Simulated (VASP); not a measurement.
# Al6Cl in VASP: single point with PBE

Aim: the single point of Al6Cl with PBE.

Program: VASP 6.6.1. These are calculated values, not measurements. Logs are shortened: lines on timing, memory, paths and dates and some standing lists are left out, and cuts for length are marked.

## 1. The cell of the first run

The cell holds a slab with vacuum, 14 atoms: a = 5.714 Å, b = 5.714 Å, c = 22.175 Å, α = 90.00°, β = 90.00°, γ = 90.00°.

## 2. Single point, PBE

Input file INCAR:

```
PREC = Accurate
ENCUT = 520
EDIFF = 1E-6
ISMEAR = 0
SIGMA = 0.1
LREAL = F
LASPH = T
NELM = 100
ALGO = Normal
ISIF = 2
LWAVE = F
LCHARG = T
LDIPOL = T
IDIPOL = 3
DIPOL = 0.5 0.5 0.297
GGA = PE
LELF = T
LVHAR = T
LVACPOTAV = T
NBANDS = 38
```

Input file KPOINTS:

```
regular mesh
0
Gamma
  5 5 1
```

Input file POSCAR:

```
Al6Cl
1.0
    5.7135165837      0.0000000000      0.0000000000
    0.0000000000      5.7135165837      0.0000000000
    0.0000000000      0.0000000000     22.1746954317
Al Cl
12 2
Direct
    0.2500000000      0.2500000000      0.1803857921
    0.2500000000      0.7500000000      0.1803857921
    0.7500000000      0.2500000000      0.1803857921
    0.7500000000      0.7500000000      0.1803857921
    0.0000000000      0.0000000000      0.2744050922
    0.0000000000      0.5000000000      0.2744050922
    0.5000000000      0.0000000000      0.2744050922
    0.5000000000      0.5000000000      0.2744050922
    0.2500000000      0.2500000000      0.3686497277
    0.2500000000      0.7500000000      0.3686497277
    0.7500000000      0.2500000000      0.3686497277
    0.7500000000      0.7500000000      0.3686497277
    0.0000000000     -0.1662723799      0.4335886128
    0.0000000000      0.1662723799      0.4335886128
```

Potentials or basis: VASP PAW PBE potentials, release 64 (Al, Cl).

The run is started by

```console
cat potpaw_PBE.64/Al/POTCAR potpaw_PBE.64/Cl/POTCAR > POTCAR
mpirun -np 1 vasp_std > vasp.out
```

OUTCAR:

```text
PREC = Accurate
   ENCUT = 520
   EDIFF = 1E-6
   ISMEAR = 0
   LREAL = F
   LASPH = T
   NELM = 100
   ISIF = 2
   GGA = PE

 ion  position               nearest neighbor table
   1  0.250  0.250  0.180-   2 2.86   3 2.86   2 2.86   3 2.86   7 2.90   8 2.90   5 2.90   6 2.90

   2  0.250  0.750  0.180-   1 2.86   4 2.86   1 2.86   4 2.86   7 2.90   8 2.90   5 2.90   6 2.90

   3  0.750  0.250  0.180-   1 2.86   4 2.86   4 2.86   1 2.86   7 2.90   8 2.90   5 2.90   6 2.90
[... 4 lines left out ...]
                            11 2.91  12 2.91   9 2.91  10 2.91
   6  0.000  0.500  0.274-   5 2.86   8 2.86   5 2.86   8 2.86   1 2.90   2 2.90   3 2.90   4 2.90
                            11 2.91  12 2.91   9 2.91  10 2.91
   7  0.500  0.000  0.274-   5 2.86   8 2.86   8 2.86   5 2.86   1 2.90   2 2.90   3 2.90   4 2.90
                            11 2.91  12 2.91   9 2.91  10 2.91
   8  0.500  0.500  0.274-   6 2.86   7 2.86   7 2.86   6 2.86   1 2.90   2 2.90   3 2.90   4 2.90
                            11 2.91  12 2.91   9 2.91  10 2.91
   9  0.250  0.250  0.369-  14 2.08  11 2.86  10 2.86  10 2.86  11 2.86   6 2.91   7 2.91   8 2.91
                             5 2.91
  10  0.250  0.750  0.369-  13 2.08  12 2.86   9 2.86   9 2.86  12 2.86   6 2.91   7 2.91   8 2.91
                             5 2.91
  11  0.750  0.250  0.369-  14 2.08  12 2.86   9 2.86  12 2.86   9 2.86   6 2.91   7 2.91   8 2.91
                             5 2.91
  12  0.750  0.750  0.369-  13 2.08  11 2.86  10 2.86  11 2.86  10 2.86   6 2.91   7 2.91   8 2.91
                             5 2.91
  13  0.000  0.834  0.434-  14 1.90  12 2.08  10 2.08
  14  0.000  0.166  0.434-  13 1.90  11 2.08   9 2.08

  LATTYP: Found a simple tetragonal cell.
 ALAT       =     5.7135165837
 C/A-ratio  =     3.8810940875

  Lattice vectors:

 A1 = (   5.7135165837,   0.0000000000,   0.0000000000)
 A2 = (   0.0000000000,   5.7135165837,   0.0000000000)
 A3 = (   0.0000000000,   0.0000000000,  22.1746954317)

Analysis of symmetry for initial positions (statically):
=====================================================================
 Subroutine PRICEL returns:
 Original cell was already a primitive cell.

 Routine SETGRP: Setting up the symmetry group for a
 simple tetragonal supercell.

 Subroutine GETGRP returns: Found  4 space group operations
 (whereof  4 operations were pure point group operations)
 out of a pool of 16 trial point group operations.

The static configuration has the point symmetry C_2v.

Analysis of symmetry for dynamics (positions and initial velocities):
=====================================================================
 Subroutine PRICEL returns:
 Original cell was already a primitive cell.

 Routine SETGRP: Setting up the symmetry group for a
 simple tetragonal supercell.

 Subroutine GETGRP returns: Found  4 space group operations
 (whereof  4 operations were pure point group operations)
 out of a pool of 16 trial point group operations.

The dynamic configuration has the point symmetry C_2v.

 Subroutine INISYM returns: Found  4 space group operations
 (whereof  4 operations are pure point group operations),
 and found     1 'primitive' translations

----------------------------------------------------------------------------------------

                                     Primitive cell

  volume of cell :     723.8768

  direct lattice vectors                    reciprocal lattice vectors
     5.713516584  0.000000000  0.000000000     0.175023558  0.000000000  0.000000000
     0.000000000  5.713516584  0.000000000     0.000000000  0.175023558  0.000000000
     0.000000000  0.000000000 22.174695432     0.000000000  0.000000000  0.045096448

  length of vectors
     5.713516584  5.713516584 22.174695432     0.175023558  0.175023558  0.045096448

  position of ions in fractional coordinates (direct lattice)
     0.250000000  0.250000000  0.180385792
     0.250000000  0.750000000  0.180385792
     0.750000000  0.250000000  0.180385792
     0.750000000  0.750000000  0.180385792
     0.000000000  0.000000000  0.274405092
[... 40 lines left out ...]
     0.000000000  0.000000000  0.045096448     0.000000000  0.000000000  1.000000000

  Length of vectors
     0.035004712  0.035004712  0.045096448

  Shift w.r.t. Gamma in fractional coordinates (k-lattice)
     0.000000000  0.000000000  0.000000000

 Subroutine IBZKPT returns following result:
 ===========================================

 Found      9 irreducible k-points:

 Following reciprocal coordinates:
            Coordinates               Weight
  0.000000  0.000000  0.000000      1.000000
  0.200000  0.000000  0.000000      2.000000
  0.000000  0.200000  0.000000      2.000000
  0.400000  0.000000  0.000000      2.000000
  0.000000  0.400000  0.000000      2.000000
  0.200000  0.200000  0.000000      4.000000
  0.400000  0.200000  0.000000      4.000000
 -0.200000  0.400000  0.000000      4.000000
  0.400000  0.400000  0.000000      4.000000
   k-points           NKPTS =      9   k-points in BZ     NKDIM =      9   number of bands    NBANDS=     38
   number of dos      NEDOS =    301   number of ions     NIONS =     14
   total plane-waves  NPLWV = 296352
   dimension x,y,z NGX =    42 NGY =   42 NGZ =  168
   dimension x,y,z NGXF=    84 NGYF=   84 NGZF=  336
   ions per type =              12   2
   NGX,Y,Z   is equivalent  to a cutoff of  12.22, 12.22, 12.60 a.u.
   NGXF,Y,Z  is equivalent  to a cutoff of  24.44, 24.44, 25.19 a.u.
 SYSTEM =  unknown system
   PREC   = accura    normal or accurate (medium, high low for compatibility)
   ISTART =      0    job   : 0-new  1-cont  2-samecut
   ICHARG =      2    charge: 1-file 2-atom 10-const
   ISPIN  =      1    spin polarized calculation?
   LNONCOLLINEAR =      F non collinear calculations
   LSORBIT =      F    spin-orbit coupling
   LASPH  =      T    aspherical Exc in radial PAW
   ENCUT  =  520.0 eV  38.22 Ry    6.18 a.u.  10.62 10.62 41.23*2*pi/ulx,y,z
   NELM   =    100;   NELMIN=  2; NELMDL= -5     # of ELM steps
   EDIFF  = 0.1E-05   stopping-criterion for ELM
   LREAL  =      F    real-space projection
   EDIFFG = 0.1E-04   stopping-criterion for IOM
   NSW    =      0    number of steps for IOM
   IBRION =     -1    ionic relax: 0-MD 1-quasi-New 2-CG
   NFREE  =      0    steps in history (QN), initial steepest desc. (CG)
   ISIF   =      2    stress and relaxation
   ISYM   =      2    0-nonsym 1-usesym 2-fastsym
   POTIM  = 0.5000    time-step for ionic-motion
   TEBEG  =    0.0;   TEEND  =   0.0 temperature during run
   PSTRESS=    0.0 pullay stress
   NELECT =      50.0000    total number of electrons
   NUPDOWN=      -1.0000    fix difference up-down
   EMIN   =  10.00;   EMAX   =-10.00  energy-range for DOS
   EFERMI =   0.00;   METHOD = LEGACY
   ISMEAR =     0;   SIGMA  =   0.10  broadening in eV -4-tet -1-fermi 0-gaus
   EFERMI_NEDOS =   21; number of points for ismear=-14 and -15
   IALGO  =     38    algorithm
   IMIX   =      4    mixing-type and parameters
     AMIX     =   0.40;   BMIX     =  1.00
     AMIX_MAG =   1.60;   BMIX_MAG =  1.00
  volume/ion in A,a.u.               =      51.71       348.93
  Fermi-wavevector in a.u.,A,eV,Ry     =   0.671702  1.269333  6.138725  0.451184
  Thomas-Fermi vector in A             =   1.747601
   LORBIT       =      0    0 simple, 1 ext, 2 COOP (PROOUT), +10 PAW based schemes
   GGA     = PE    functional components
   LHFCALC =     F    Hartree Fock is set to
   AEXX    =    0.0000 exact exchange contribution
   IVDW    =     0    specifies the selected vdW correction
   LEPSILON=     F    determine dielectric tensor
   LRPA    =     F    only Hartree local field effects (RPA)
 non-spin polarized calculation
 Gauss-broadening in eV      SIGMA  =   0.10
  energy-cutoff  :      520.00
  volume of cell :      723.88
 maximum number of plane-waves:     19525
   NGX = 21   NGY = 21   NGZ = 83

 dipolmoment           0.000000      0.000000      0.509227 electrons x Angstroem

 number of electron      50.0000006 magnetization

 dipolmoment           0.000000      0.000000     -0.169163 electrons x Angstroem

 Free energy of the ion-electron system (eV)
  ---------------------------------------------------
  ext. energy  EPLUGINS =         0.00000000
  ---------------------------------------------------
  free energy    TOTEN  =       -41.08511927 eV

  energy without entropy =      -41.06166755  energy(sigma->0) =      -41.07339341

 E-fermi :   0.0067     XC(G=0):  -4.0676

 val. band max:       -0.0477400881   @ k =   0.4000   0.0000   0.0000
 cond. band min:       0.0216708672   @ k =   0.2000   0.0000   0.0000
 fundamental gap:      0.0694109553
 Fermi energy:         0.0066635744

 k-point     1 :       0.0000    0.0000    0.0000
  band No.  band energies     occupation
      1     -21.8683      2.00000
      2     -17.3535      2.00000
      3     -11.0807      2.00000
      4      -9.8917      2.00000
      5      -9.7104      2.00000
      6      -9.0125      2.00000
[... 349 lines left out ...]
     36       2.8367      0.00000
     37       3.0735      0.00000
 [bands above 37 left out]

------------------------ aborting loop because EDIFF is reached ----------------------------------------

  FORCE on cell =-STRESS in cart. coord.  units (eV):
  Direction    XX          YY          ZZ          XY          YZ          ZX
  --------------------------------------------------------------------------------------
  -------------------------------------------------------------------------------------
  Total        5.9979923     24.5061823     11.0839791      0.0000000      0.0000000      0.0000000
  in kB       13.2755290     54.2402391     24.5324900      0.0000000      0.0000000      0.0000000
  external PRESSURE =      30.6827527 kB  Pullay stress =       0.0000000 kB

 VOLUME and BASIS-vectors are now :
 -----------------------------------------------------------------------------
  energy-cutoff  :      520.00
  volume of cell :      723.88
      direct lattice vectors                 reciprocal lattice vectors
     5.713516584  0.000000000  0.000000000     0.175023558  0.000000000  0.000000000
     0.000000000  5.713516584  0.000000000     0.000000000  0.175023558  0.000000000
     0.000000000  0.000000000 22.174695432     0.000000000  0.000000000  0.045096448

 POSITION                                       TOTAL-FORCE (eV/Angst)
 -----------------------------------------------------------------------------------
      1.42838      1.42838      4.00000        -0.116142      0.009964      0.064566
      1.42838      4.28514      4.00000        -0.116142     -0.009964      0.064566
      4.28514      1.42838      4.00000         0.116142      0.009964      0.064566
      4.28514      4.28514      4.00000         0.116142     -0.009964      0.064566
      0.00000      0.00000      6.08485        -0.000000      0.000000      0.150275
      0.00000      2.85676      6.08485        -0.000000      0.000000      0.258329
      2.85676      0.00000      6.08485        -0.000000      0.000000     -0.052303
      2.85676      2.85676      6.08485        -0.000000      0.000000     -0.228682
      1.42838      1.42838      8.17470         2.404977      1.174473     -2.259633
      1.42838      4.28514      8.17470         2.404977     -1.174473     -2.259633
      4.28514      1.42838      8.17470        -2.404977      1.174473     -2.259633
      4.28514      4.28514      8.17470        -2.404977     -1.174473     -2.259633
      0.00000      4.76352      9.61470        -0.000000    -13.583356      4.326325
      0.00000      0.95000      9.61470         0.000000     13.583356      4.326325
 -----------------------------------------------------------------------------------
    total drift:                                0.000000     -0.000000     -0.000694

  FREE ENERGIE OF THE ION-ELECTRON SYSTEM (eV)
  ---------------------------------------------------
  free  energy   TOTEN  =       -41.0851192679 eV

  energy  without entropy=      -41.0616675549  energy(sigma->0) =      -41.07339341

 vacuum level on the upper side and lower side of the slab         3.352         4.290
```

Run time: 13 min. Hardware: 1 thread of Intel Xeon Platinum 8375C at 2.90GHz (Ice Lake), shared host; peak memory 0.71 GiB.

Results:

```yaml
Free_energy: -41.0851 eV
Largest_force: 14.256 eV/Å
Band_gap_on_the_k_mesh: zero (bands 25 and 26 overlap by 0.94 eV)
```

Forces on the atoms (eV/Å):
```
Al   -0.116   0.010   0.065
Al   -0.116  -0.010   0.065
Al    0.116   0.010   0.065
Al    0.116  -0.010   0.065
Al    0.000   0.000   0.150
Al    0.000   0.000   0.258
Al    0.000   0.000  -0.052
Al    0.000   0.000  -0.229
Al    2.405   1.174  -2.260
Al    2.405  -1.174  -2.260
Al   -2.405   1.174  -2.260
Al   -2.405  -1.174  -2.260
Cl    0.000 -13.583   4.326
Cl    0.000  13.583   4.326
```
